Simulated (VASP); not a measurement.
# Ti (I4/mmm) in VASP: a series of runs

Ti is run at these levels: PBEsol; tasks: single point.

Program: VASP 6.6.1. These are calculated values, not measurements. Logs are shortened: lines on timing, memory, paths and dates and some standing lists are left out, and cuts for length are marked.

**1. The cell of the first run**

It takes space group I4/mmm (No. 139, tetragonal). Conventional cell: a = 2.828 Å, b = 2.828 Å, c = 3.938 Å, α = 90.00°, β = 90.00°, γ = 90.00°. Ti (site symmetry 4/mmm) has 12 Ti at 2.81 to 2.83 Å within 3.7 Å.

**2. Single point, PBEsol (strain -0.015 along x and y, -0.030 along z)**

INCAR

```
  PREC = Accurate
  ENCUT = 520
  EDIFF = 1E-6
  ISMEAR = 0
  SIGMA = 0.15
  LREAL = F
  LASPH = T
  NELM = 100
  ALGO = Normal
  ISIF = 2
  LWAVE = F
  LCHARG = F
  GGA = PS
  NBANDS = 12
```

KPOINTS

```
regular mesh
0
Gamma
  10 10 10
```

POSCAR

```
Ti
1.0
    0.0000000000      1.9995500000      1.9691000000
    1.9995500000      0.0000000000      1.9691000000
    1.9995500000      1.9995500000      0.0000000000
Ti
1
Direct
    0.0000000000      0.0000000000      0.0000000000
```

Potentials or basis: VASP PAW PBE potentials, release 64 (Ti_sv).

Started as:

```
cat potpaw_PBE.64/Ti_sv/POTCAR > POTCAR
mpirun -np 1 vasp_std > vasp.out
```

OUTCAR:

```text
PREC = Accurate
   ENCUT = 520
   EDIFF = 1E-6
   ISMEAR = 0
   LREAL = F
   LASPH = T
   NELM = 100
   ISIF = 2
   GGA = PS

 ion  position               nearest neighbor table
   1  0.000  0.000  0.000-

  LATTYP: Found a body centered tetragonal cell.
 ALAT       =     2.8277907286
 C/A-ratio  =     1.3926773152

  Lattice vectors:

 A1 = (   0.0000000000,  -1.9995500000,  -1.9691000000)
 A2 = (   0.0000000000,   1.9995500000,  -1.9691000000)
 A3 = (   1.9995500000,   0.0000000000,   1.9691000000)

Analysis of symmetry for initial positions (statically):
=====================================================================
 Subroutine PRICEL returns:
 Original cell was already a primitive cell.

 Routine SETGRP: Setting up the symmetry group for a
 body centered tetragonal supercell.

 Subroutine GETGRP returns: Found 16 space group operations
 (whereof 16 operations were pure point group operations)
 out of a pool of 16 trial point group operations.

The static configuration has the point symmetry D_4h.

Analysis of symmetry for dynamics (positions and initial velocities):
=====================================================================
 Subroutine PRICEL returns:
 Original cell was already a primitive cell.

 Routine SETGRP: Setting up the symmetry group for a
 body centered tetragonal supercell.

 Subroutine GETGRP returns: Found 16 space group operations
 (whereof 16 operations were pure point group operations)
 out of a pool of 16 trial point group operations.

The dynamic configuration has the point symmetry D_4h.

 Subroutine INISYM returns: Found 16 space group operations
 (whereof 16 operations are pure point group operations),
 and found     1 'primitive' translations

----------------------------------------------------------------------------------------

                                     Primitive cell

  volume of cell :      15.7457

  direct lattice vectors                    reciprocal lattice vectors
     0.000000000  1.999550000  1.969100000    -0.250056263  0.250056263  0.253923112
     1.999550000  0.000000000  1.969100000     0.250056263 -0.250056263  0.253923112
     1.999550000  1.999550000  0.000000000     0.250056263  0.250056263 -0.253923112

  length of vectors
     2.806341927  2.806341927  2.827790729     0.435354127  0.435354127  0.435354127

  position of ions in fractional coordinates (direct lattice)
     0.000000000  0.000000000  0.000000000

  ion indices of the primitive-cell ions
   primitive index   ion index
                 1           1

----------------------------------------------------------------------------------------

 KPOINTS: regular mesh

Automatic generation of k-mesh.
 Grid dimensions read from file:
 generate k-points for:   10   10   10

 Generating k-lattice:

  Cartesian coordinates                     Fractional coordinates (reciprocal lattice)
    -0.025005626  0.025005626  0.025392311     0.100000000  0.000000000  0.000000000
     0.025005626 -0.025005626  0.025392311     0.000000000  0.100000000  0.000000000
     0.025005626  0.025005626 -0.025392311     0.000000000  0.000000000  0.100000000

  Length of vectors
     0.043535413  0.043535413  0.043535413

  Shift w.r.t. Gamma in fractional coordinates (k-lattice)
     0.000000000  0.000000000  0.000000000

 Subroutine IBZKPT returns following result:
 ===========================================

 Found    102 irreducible k-points:

 Following reciprocal coordinates:
            Coordinates               Weight
  0.000000  0.000000  0.000000      1.000000
  0.100000  0.000000  0.000000      8.000000
  0.200000  0.000000  0.000000      8.000000
  0.300000  0.000000  0.000000      8.000000
  0.400000  0.000000  0.000000      8.000000
  0.500000 -0.000000  0.000000      4.000000
[... 16 lines left out ...]
  0.300000  0.300000  0.000000      2.000000
  0.400000  0.300000  0.000000      8.000000
 [... further k-points ...]
   k-points           NKPTS =    102   k-points in BZ     NKDIM =    102   number of bands    NBANDS=     12
   number of dos      NEDOS =    301   number of ions     NIONS =      1
   total plane-waves  NPLWV =  13824
   dimension x,y,z NGX =    24 NGY =   24 NGZ =   24
   dimension x,y,z NGXF=    48 NGYF=   48 NGZF=   48
   ions per type =               1
   NGX,Y,Z   is equivalent  to a cutoff of  14.22, 14.22, 14.11 a.u.
   NGXF,Y,Z  is equivalent  to a cutoff of  28.43, 28.43, 28.22 a.u.
 SYSTEM =  unknown system
   PREC   = accura    normal or accurate (medium, high low for compatibility)
   ISTART =      0    job   : 0-new  1-cont  2-samecut
   ICHARG =      2    charge: 1-file 2-atom 10-const
   ISPIN  =      1    spin polarized calculation?
   LNONCOLLINEAR =      F non collinear calculations
   LSORBIT =      F    spin-orbit coupling
   LASPH  =      T    aspherical Exc in radial PAW
   ENCUT  =  520.0 eV  38.22 Ry    6.18 a.u.   5.22  5.22  5.26*2*pi/ulx,y,z
   NELM   =    100;   NELMIN=  2; NELMDL= -5     # of ELM steps
   EDIFF  = 0.1E-05   stopping-criterion for ELM
   LREAL  =      F    real-space projection
   EDIFFG = 0.1E-04   stopping-criterion for IOM
   NSW    =      0    number of steps for IOM
   IBRION =     -1    ionic relax: 0-MD 1-quasi-New 2-CG
   NFREE  =      0    steps in history (QN), initial steepest desc. (CG)
   ISIF   =      2    stress and relaxation
   ISYM   =      2    0-nonsym 1-usesym 2-fastsym
   POTIM  = 0.5000    time-step for ionic-motion
   TEBEG  =    0.0;   TEEND  =   0.0 temperature during run
   PSTRESS=    0.0 pullay stress
   NELECT =      12.0000    total number of electrons
   NUPDOWN=      -1.0000    fix difference up-down
   EMIN   =  10.00;   EMAX   =-10.00  energy-range for DOS
   EFERMI =   0.00;   METHOD = LEGACY
   ISMEAR =     0;   SIGMA  =   0.15  broadening in eV -4-tet -1-fermi 0-gaus
   EFERMI_NEDOS =   21; number of points for ismear=-14 and -15
   IALGO  =     38    algorithm
   IMIX   =      4    mixing-type and parameters
     AMIX     =   0.40;   BMIX     =  1.00
     AMIX_MAG =   1.60;   BMIX_MAG =  1.00
  volume/ion in A,a.u.               =      15.75       106.26
  Fermi-wavevector in a.u.,A,eV,Ry     =   1.495367  2.825834 30.424296  2.236123
  Thomas-Fermi vector in A             =   2.607521
   LORBIT       =      0    0 simple, 1 ext, 2 COOP (PROOUT), +10 PAW based schemes
   GGA     = PS    functional components
   LHFCALC =     F    Hartree Fock is set to
   AEXX    =    0.0000 exact exchange contribution
   IVDW    =     0    specifies the selected vdW correction
   LEPSILON=     F    determine dielectric tensor
   LRPA    =     F    only Hartree local field effects (RPA)
 non-spin polarized calculation
 Gauss-broadening in eV      SIGMA  =   0.15
  energy-cutoff  :      520.00
  volume of cell :       15.75
 maximum number of plane-waves:       444
 NGX is ok and might be reduce to    24
   NGX = 11   NGY = 11   NGZ = 11

 number of electron      11.9999998 magnetization

 Free energy of the ion-electron system (eV)
  ---------------------------------------------------
  ext. energy  EPLUGINS =         0.00000000
  ---------------------------------------------------
  free energy    TOTEN  =        -8.27315283 eV

  energy without entropy =       -8.25751872  energy(sigma->0) =       -8.26533578

 E-fermi :   9.1769     XC(G=0): -12.1119

 val. band max:        9.1706132824   @ k =   0.3000   0.0000   0.0000
 cond. band min:       9.2429003829   @ k =  -0.3000  -0.0000   0.2000
 fundamental gap:      0.0722871006
 Fermi energy:         9.1769172501

 k-point     1 :       0.0000    0.0000    0.0000
  band No.  band energies     occupation
      1     -47.1429      2.00000
      2     -22.9628      2.00000
      3     -22.9628      2.00000
      4     -22.9599      2.00000
      5       2.8546      2.00000
      6      10.0641      0.00000
      7      10.0641      0.00000
      8      10.1980      0.00000
      9      11.8852      0.00000
     10      12.0428      0.00000
     11      24.9904      0.00000
     12      29.7651      0.00000

 k-point     2 :       0.1000    0.0000    0.0000
  band No.  band energies     occupation
      1     -47.1255      2.00000
      2     -23.0545      2.00000
      3     -22.9749      2.00000
      4     -22.9712      2.00000
      5       3.2069      2.00000
      6       9.8822      0.00000
      7      10.1878      0.00000
      8      10.2864      0.00000
      9      11.8129      0.00000
     10      11.9565      0.00000
     11      25.3104      0.00000
     12      27.8369      0.00000

 k-point     3 :       0.2000    0.0000    0.0000
  band No.  band energies     occupation
      1     -47.0797      2.00000
      2     -23.2929      2.00000
      3     -23.0067      2.00000
      4     -22.9982      2.00000
      5       4.1661      2.00000
      6       9.4237      0.01999
      7      10.3559      0.00000
      8      10.4731      0.00000
      9      11.8345      0.00000
     10      11.9199      0.00000
     11      24.5305      0.00000
     12      26.1097      0.00000
[... 286 lines left out ...]
 k-point    23 :       0.3000    0.3000    0.0000
  band No.  band energies     occupation
      1     -46.9786      2.00000
      2     -23.5475      2.00000
      3     -23.1847      2.00000
      4     -23.1847      2.00000
      5       5.9540      2.00000
      6       8.0286      2.00000
      7      10.4992      0.00000
      8      11.9105      0.00000
      9      11.9105      0.00000
     10      12.7097      0.00000
     11      24.9492      0.00000
     12      24.9492      0.00000

 k-point    24 :       0.4000    0.3000    0.0000
  band No.  band energies     occupation
      1     -46.9413      2.00000
      2     -23.6683      2.00000
      3     -23.2488      2.00000
      4     -23.2225      2.00000
      5       6.4453      2.00000
      6       7.7544      2.00000
      7      10.4222      0.00000
      8      12.0559      0.00000
      9      13.0305      0.00000
     10      13.1374      0.00000
     11      22.4145      0.00000
     12      24.0364      0.00000

 [... further k-points ...]
[... 5 lines left out ...]
  --------------------------------------------------------------------------------------
  -------------------------------------------------------------------------------------
  Total        0.6551863      0.6551863      0.7280939      0.0000000      0.0000000     -0.0000000
  in kB       66.6673380     66.6673380     74.0859190      0.0000000      0.0000000     -0.0000000
  external PRESSURE =      69.1401983 kB  Pullay stress =       0.0000000 kB

 VOLUME and BASIS-vectors are now :
 -----------------------------------------------------------------------------
  energy-cutoff  :      520.00
  volume of cell :       15.75
      direct lattice vectors                 reciprocal lattice vectors
     0.000000000  1.999550000  1.969100000    -0.250056263  0.250056263  0.253923112
     1.999550000  0.000000000  1.969100000     0.250056263 -0.250056263  0.253923112
     1.999550000  1.999550000  0.000000000     0.250056263  0.250056263 -0.253923112

 POSITION                                       TOTAL-FORCE (eV/Angst)
 -----------------------------------------------------------------------------------
      0.00000      0.00000      0.00000        -0.000000      0.000000      0.000000
 -----------------------------------------------------------------------------------
    total drift:                               -0.000000      0.000000      0.000000

  FREE ENERGIE OF THE ION-ELECTRON SYSTEM (eV)
  ---------------------------------------------------
  free  energy   TOTEN  =        -8.2731528326 eV

  energy  without entropy=       -8.2575187227  energy(sigma->0) =       -8.26533578
```

It took 7.4 s on 1 thread of Intel Xeon 6975P-C, shared host; peak memory 0.15 GiB.

What came out:

```
Free energy            : -8.2732 eV
Pressure               : 6.9 GPa
Band gap on the k mesh : zero (band 6 reaches 10.06 eV, above the bottom of band 7 at 8.87 eV)
```

Levels at points of the mesh, in eV from the Fermi level:
```tsv
k point	band 4	band 5	band 6	band 7	band 8	band 9
(0.00, 0.00, 0.00)	-32.14	-6.32	0.89	0.89	1.02	2.71
(0.50, 0.00, 0.00)	-32.24	-2.83	0.70	0.86	0.92	4.00
(0.50, 0.50, 0.00)	-32.48	-2.95	-2.03	3.53	4.01	4.37
(0.50, 0.00, 0.50)	-32.44	-2.95	-1.99	3.23	4.02	4.31
```

Caveat: the cell differs from its parent crystal (strain -0.015 along x and y, -0.030 along z); the PAW data sets were made with another functional, which shifts forces and pressure a little.

**3. Single point, PBEsol (strain -0.030 along x and y, +0.030 along z)**

INCAR

```
PREC = Accurate ; ENCUT = 520
EDIFF = 1E-6 ; ISMEAR = 0
SIGMA = 0.15 ; LREAL = False
LASPH = True ; NELM = 80
ALGO = Fast ; ISIF = 2
LWAVE = False ; LCHARG = False
GGA = PS ; NBANDS = 12
```

KPOINTS

```
Automatic mesh
0
Gamma
  10 10 10
```

POSCAR

```
Ti
1.0
    0.0000000000      1.9691000000      2.0909000000
    1.9691000000      0.0000000000      2.0909000000
    1.9691000000      1.9691000000      0.0000000000
Ti
1
Direct
    0.0000000000      0.0000000000      0.0000000000
```

Potentials or basis: VASP PAW PBE potentials, release 64 (Ti_sv).

Started as:

```
cat potpaw_PBE.64/Ti_sv/POTCAR > POTCAR
mpirun -np 1 vasp_std > vasp.out
```

It took 13 s on 1 thread of Intel Xeon 6975P-C, shared host; peak memory 0.15 GiB.

It converged, with:

- Free energy: -8.2837 eV
- Pressure: 3.0 GPa
- Band gap on the k mesh: zero (band 6 reaches 9.58 eV, above the bottom of band 7 at 8.42 eV)

Stress tensor (GPa, compression positive):
```
3.61 0.00 0.00
0.00 3.61 0.00
0.00 0.00 1.81
```

Levels at points of the mesh, in eV from the Fermi level:
```csv
k point,band 2,band 3,band 4,band 5,band 6,band 7,band 8,band 9,band 10,band 11
"(0.00, 0.00, 0.00)",-32.22,-32.21,-32.21,-6.24,0.59,1.13,1.13,2.38,3.01,15.72
"(0.50, 0.00, 0.00)",-33.06,-32.35,-32.28,-2.74,0.52,0.85,1.08,3.80,4.02,8.95
"(0.50, 0.50, 0.00)",-32.99,-32.45,-32.45,-2.83,-1.81,2.44,3.93,4.21,4.21,10.67
"(0.50, 0.00, 0.50)",-33.01,-32.59,-32.48,-2.82,-1.91,3.58,3.85,4.02,4.44,11.84
```

Caveat: the cell differs from its parent crystal (strain -0.030 along x and y, +0.030 along z); the PAW data sets were made with another functional, which shifts forces and pressure a little.

**4. Single point, PBEsol (strain +0.000 along x and y, -0.030 along z)**

INCAR

```
SYSTEM = Ti
PREC     = Accurate       ! precision mode
ENCUT    = 520            ! plane-wave cutoff, eV
EDIFF    = 1E-6           ! SCF threshold, eV
ISMEAR   = 0              ! smearing method
SIGMA    = 0.15           ! smearing width, eV
LREAL    = .False.        ! projectors in reciprocal space
LASPH    = .True.         ! aspherical terms in the spheres
NELM     = 60             ! most SCF steps
ALGO     = Normal         ! electronic algorithm
ISIF     = 2              ! what is computed and relaxed
LWAVE    = .False.        ! write WAVECAR
LCHARG   = .False.        ! write CHGCAR
GGA      = PS             ! functional
NBANDS   = 12             ! bands
```

KPOINTS

```
regular mesh
0
Gamma
  10 10 10
  0 0 0
```

POSCAR

```
Ti
1.0
    0.0000000000      2.0300000000      1.9691000000
    2.0300000000      0.0000000000      1.9691000000
    2.0300000000      2.0300000000      0.0000000000
Ti
1
Direct
    0.0000000000      0.0000000000      0.0000000000
```

Potentials or basis: VASP PAW PBE potentials, release 64 (Ti_sv).

Started as:

```
cat potpaw_PBE.64/Ti_sv/POTCAR > POTCAR
mpirun -np 1 vasp_std > vasp.out
```

OUTCAR:

```text
SYSTEM = Ti
   PREC = Accurate
   ENCUT = 520
   EDIFF = 1E-6
   ISMEAR = 0
   LREAL = .False.
   LASPH = .True.
   NELM = 60
   ISIF = 2
   GGA = PS

 ion  position               nearest neighbor table
   1  0.000  0.000  0.000-

  LATTYP: Found a body centered tetragonal cell.
 ALAT       =     2.8708535316
 C/A-ratio  =     1.3717871555

  Lattice vectors:

 A1 = (   0.0000000000,  -2.0300000000,  -1.9691000000)
 A2 = (   0.0000000000,   2.0300000000,  -1.9691000000)
 A3 = (   2.0300000000,   0.0000000000,   1.9691000000)

[... 532 lines left out ...]
      6       7.4749      2.00000
      7      10.1169      0.00000
      8      11.5818      0.00000
      9      12.5540      0.00000
     10      12.6530      0.00000
     11      21.6354      0.00000
     12      23.2110      0.00000

 [... further k-points ...]
[... 5 lines left out ...]
  --------------------------------------------------------------------------------------
  -------------------------------------------------------------------------------------
  Total        0.2585566      0.2585566      0.3850229      0.0000000     -0.0000000     -0.0000000
  in kB       25.5256238     25.5256238     38.0108281      0.0000000     -0.0000000     -0.0000000
  external PRESSURE =      29.6873585 kB  Pullay stress =       0.0000000 kB

 VOLUME and BASIS-vectors are now :
 -----------------------------------------------------------------------------
  energy-cutoff  :      520.00
  volume of cell :       16.23
      direct lattice vectors                 reciprocal lattice vectors
     0.000000000  2.030000000  1.969100000    -0.246305419  0.246305419  0.253923112
     2.030000000  0.000000000  1.969100000     0.246305419 -0.246305419  0.253923112
     2.030000000  2.030000000  0.000000000     0.246305419  0.246305419 -0.253923112

 POSITION                                       TOTAL-FORCE (eV/Angst)
 -----------------------------------------------------------------------------------
      0.00000      0.00000      0.00000         0.000000      0.000000      0.000000
 -----------------------------------------------------------------------------------
    total drift:                               -0.000000     -0.000000     -0.000000

  FREE ENERGIE OF THE ION-ELECTRON SYSTEM (eV)
  ---------------------------------------------------
  free  energy   TOTEN  =        -8.2870390770 eV

  energy  without entropy=       -8.2692805652  energy(sigma->0) =       -8.27815982
```

stdout:

```text
POSCAR found type information on POSCAR Ti
 POSCAR found :  1 types and       1 ions
 scaLAPACK will be used
 -----------------------------------------------------------------------------
|                                                                             |
|                                                                             |
|     You enforced a specific xc type in the INCAR file but a different       |
|     I HOPE YOU KNOW WHAT YOU ARE DOING!                                     |
|                                                                             |
 -----------------------------------------------------------------------------

 LDA part: xc-table for (Slater+PW92), standard interpolation
 POSCAR, INCAR and KPOINTS ok, starting setup
 FFT: planning ... GRIDC
 FFT: planning ... GRID_SOFT
 FFT: planning ... GRID
 WAVECAR not read
 entering main loop
```

Wall time 7.3 s (1 thread of Intel Xeon 6975P-C, shared host); peak memory 0.15 GiB.

Results:

- Free energy: -8.2870 eV
- Pressure: 3.0 GPa
- Band gap on the k mesh: zero (band 6 reaches 9.67 eV, above the bottom of band 7 at 8.52 eV)

Levels at points of the mesh, in eV from the Fermi level:
| k point | band 2 | band 3 | band 4 | band 5 | band 6 | band 7 | band 8 | band 9 | band 10 | band 11 |
| --- | --- | --- | --- | --- | --- | --- | --- | --- | --- | --- |
| (0.00, 0.00, 0.00) | -32.23 | -32.23 | -32.23 | -6.26 | 0.84 | 0.84 | 1.09 | 2.55 | 2.84 | 15.66 |
| (0.50, 0.00, 0.00) | -33.07 | -32.35 | -32.32 | -2.76 | 0.63 | 0.82 | 0.93 | 3.83 | 3.96 | 8.92 |
| (0.50, 0.50, 0.00) | -33.01 | -32.55 | -32.55 | -2.83 | -1.96 | 3.57 | 3.87 | 4.22 | 4.22 | 11.75 |
| (0.50, 0.00, 0.50) | -33.02 | -32.53 | -32.49 | -2.84 | -1.87 | 2.97 | 3.87 | 4.11 | 4.30 | 11.18 |

Caveat: the cell differs from its parent crystal (strain +0.000 along x and y, -0.030 along z); the PAW data sets were made with another functional, which shifts forces and pressure a little.

**5. The runs side by side**

```tsv
cell	gap on the mesh (eV)	pressure (GPa)
a = 2.806, b = 2.806, c = 2.828 Å, angles 59.7, 59.7, 60.5°, 1 atom	none	6.9
a = 2.872, b = 2.872, c = 2.785 Å, angles 61.0, 61.0, 58.0°, 1 atom	none	3.0
a = 2.828, b = 2.828, c = 2.871 Å, angles 59.5, 59.5, 61.0°, 1 atom	none	3.0
```

Alike in all rows: task single point; level PBEsol; potentials or basis VASP PAW PBE potentials, release 64 (Ti_sv); no spin polarisation; k mesh 10 × 10 × 10; cutoff (eV) 520; smearing gaussian 0.15 eV.

Caveats: the PAW data sets were made with another functional, which shifts forces and pressure a little.

Absolute energies hang on the potentials; compare differences alone.
